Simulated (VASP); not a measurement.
Input of a VASP 6.6.1 run:

POSCAR

```
CO2
1.0
    4.3635805232      0.0000000000      0.0000000000
    0.0000000000      4.3635805232      0.0000000000
    0.0000000000      0.0000000000      4.6457402188
C O
2 4
Direct
    0.5000000000      0.5000000000      0.5000000000
    0.0000000000      0.0000000000      0.0000000000
    0.3119733953      0.6880266047      0.5000000000
    0.6880266047      0.3119733953      0.5000000000
    0.1880266047      0.1880266047      0.0000000000
    0.8119733953      0.8119733953      0.0000000000
```

File INCAR.step1:

```
SYSTEM = CO2
  PREC = Accurate
  ENCUT = 520
  ISMEAR = 0
  SIGMA = 0.02
  LREAL = .False.
  LASPH = .True.
  NELM = 100
  NBANDS = 25
  GGA = PE
  ALGO = Normal
  EDIFF = 1E-4
  LWAVE = .True.
  LCHARG = .False.
```

INCAR.step2

```
SYSTEM = CO2
  PREC = Accurate
  ENCUT = 520
  EDIFF = 1E-6
  ISMEAR = 0
  SIGMA = 0.02
  LREAL = .False.
  LASPH = .True.
  NELM = 100
  ALGO = Normal
  ISIF = 2
  LWAVE = .False.
  LCHARG = .False.
  METAGGA = R2SCAN
  LMIXTAU = .True.
  NBANDS = 25
  ISTART = 1
```

KPOINTS

```
Automatic mesh
0
Gamma
  6 6 6
  0 0 0
```

Potentials or basis: VASP PAW PBE potentials, release 64 (C, O).

Command:

```bash
$ cat potpaw_PBE.64/C/POTCAR potpaw_PBE.64/O/POTCAR > POTCAR
$ cp INCAR.step1 INCAR
$ mpirun -np 1 vasp_std > vasp.out
$ cp INCAR.step2 INCAR
$ mpirun -np 1 vasp_std > vasp.out
```

(1) Estimate the pressure.

(2) What does it give for the band gap on the k mesh?

Answers

(1) 1.9 GPa.

(2) 7.27 eV, indirect (least direct gap 7.64 eV).

Caveat: the PAW data sets were made with another functional, which shifts forces and pressure a little.
